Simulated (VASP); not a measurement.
Wanted: the native input for a VASP 6.6.1 run.

- Task: electric field gradients
- Functional: r2SCAN
- Potentials or basis: VASP PAW PBE potentials, release 64 (Sr_sv, O)
- Cutoff: 580 eV
- k mesh: 8 × 8 × 8
- Occupations: fermi-dirac, width 0.03 eV
- Spin: no spin polarisation
- Dipole correction: no
- Further INCAR settings: ALGO = Normal; EDIFF = 1e-08; NBANDS = 15

SrO:

```
CELL_PARAMETERS angstrom
0.00000 2.56980 2.56980
2.56980 0.00000 2.56980
2.56980 2.56980 0.00000
ATOMIC_POSITIONS crystal
Sr 0.00000 0.00000 0.00000
O 0.50000 0.50000 0.50000
```

One way to write it, as run:

POSCAR

```
SrO
1.0
    0.0000000000      2.5698000000      2.5698000000
    2.5698000000      0.0000000000      2.5698000000
    2.5698000000      2.5698000000      0.0000000000
Sr O
1 1
Direct
    0.0000000000      0.0000000000      0.0000000000
    0.5000000000      0.5000000000      0.5000000000
```

INCAR.step1

```
PREC = Accurate ; ENCUT = 580
ISMEAR = -1 ; SIGMA = 0.03
LREAL = F ; LASPH = T
NELM = 120 ; NBANDS = 15
GGA = PE ; ALGO = Normal
EDIFF = 1E-5 ; LWAVE = T
LCHARG = F ; GGA_COMPAT = F
```

INCAR.step2

```
PREC = Accurate ; ENCUT = 580
EDIFF = 1E-8 ; ISMEAR = -1
SIGMA = 0.03 ; LREAL = F
LASPH = T ; NELM = 120
ALGO = Normal ; ISIF = 2
LWAVE = F ; LCHARG = F
METAGGA = R2SCAN ; LMIXTAU = T
LEFG = T ; NBANDS = 15
ISTART = 1 ; GGA_COMPAT = F
```

KPOINTS

```
Automatic mesh
0
Gamma
  8 8 8
```

Potentials or basis: VASP PAW PBE potentials, release 64 (Sr_sv, O).

Run with:

```console
$ cat potpaw_PBE.64/Sr_sv/POTCAR potpaw_PBE.64/O/POTCAR > POTCAR
$ cp INCAR.step1 INCAR
$ mpirun -np 1 vasp_std > vasp.out
$ cp INCAR.step2 INCAR
$ mpirun -np 1 vasp_std > vasp.out
```

It gave:

```yaml
Pressure: 1.6 GPa
Band_gap_on_the_k_mesh: 3.74 eV, indirect (least direct gap 3.83 eV)
```

Caveat: without QUAD_EFG the Cq values of the log hold for a quadrupole moment of 1 mb, not for the nuclei; the PAW data sets were made with another functional, which shifts forces and pressure a little.

It took 120 s on 1 thread of Intel(R) Xeon(R) Platinum 8259CL CPU @ 2.50GHz (Skylake/Cascade Lake) (shared host), peak memory 0.18 GiB.
